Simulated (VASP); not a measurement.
**Al3GaN4: single point with PBEsol**

Al3GaN4:

```
Al Ga N
1.0
     4.41967    0.00000    0.00000
     0.00000    4.41967    0.00000
     0.00000    0.00000    3.91450
Al Ga N
3 1 4
Cartesian
  2.2098 2.2098 0.0000
  2.2098 0.0000 1.9573
  0.0000 2.2098 1.9573
  0.0000 0.0000 0.0000
  3.2914 3.2914 0.9993
  3.2914 1.1283 2.9152
  1.1283 3.2914 2.9152
  1.1283 1.1283 0.9993
```

```yaml
Program: VASP 6.6.1
Task: single point
Functional: PBEsol
Potentials_or_basis: VASP PAW PBE potentials, release 64 (Al, Ga_d, N)
Cutoff: 520 eV
k_mesh: 6 × 6 × 6
Occupations: gaussian, width 0.05 eV
Spin: no spin polarisation
Dipole_correction: no
Further_INCAR_settings: ALGO = Normal; EDIFF = 1e-06; NBANDS = 31
```

The pressure is 26.3 GPa. The largest force is 0.175 eV/Å and the band gap on the k mesh is 2.78 eV.

Forces in eV/Å, atoms in the order of the input:
```
Al   0.000  0.000  0.000
Al   0.000  0.000  0.000
Al   0.000  0.000  0.000
Ga   0.000  0.000  0.000
N    0.070  0.070  0.145
N    0.070 -0.070 -0.145
N   -0.070  0.070 -0.145
N   -0.070 -0.070  0.145
```

Stress tensor (GPa, compression positive):
```
23.66  0.00  0.00
 0.00 23.66  0.00
 0.00  0.00 31.50
```

Levels at points of the mesh, in eV from the valence-band top:
```
           k point  band 17  band 18  band 19  band 20  band 21  band 22  band 23  band 24  band 25  band 26
(0.00, 0.00, 0.00)    -2.05    -2.03    -0.42    -0.42     0.00     2.78     3.42     3.42     4.05     6.69
(0.50, 0.00, 0.00)    -3.20    -1.44    -1.30    -1.11    -0.97     5.62     5.67     5.67     5.70     9.18
(0.50, 0.50, 0.00)    -2.54    -1.76    -1.45    -1.45    -1.34     7.14     7.14     7.19     7.29     7.73
(0.00, 0.00, 0.50)    -2.74    -2.07    -2.07    -1.71    -1.71     6.20     6.38     7.03     7.03     8.53
(0.50, 0.00, 0.50)    -3.26    -0.97    -0.77    -0.69    -0.53     7.90     7.94     8.05     8.30     8.62
(0.50, 0.50, 0.50)    -1.29    -0.57    -0.57    -0.50    -0.12     5.78     7.08     7.08     7.08     9.81
```

Wall time 3 min on 1 thread of Intel Xeon 8259CL, with other jobs on the host, peak memory 0.23 GiB.

Caveat: the stress differs along the axes, from 24 to 32 GPa; the PAW data sets were made with another functional, which shifts forces and pressure a little.
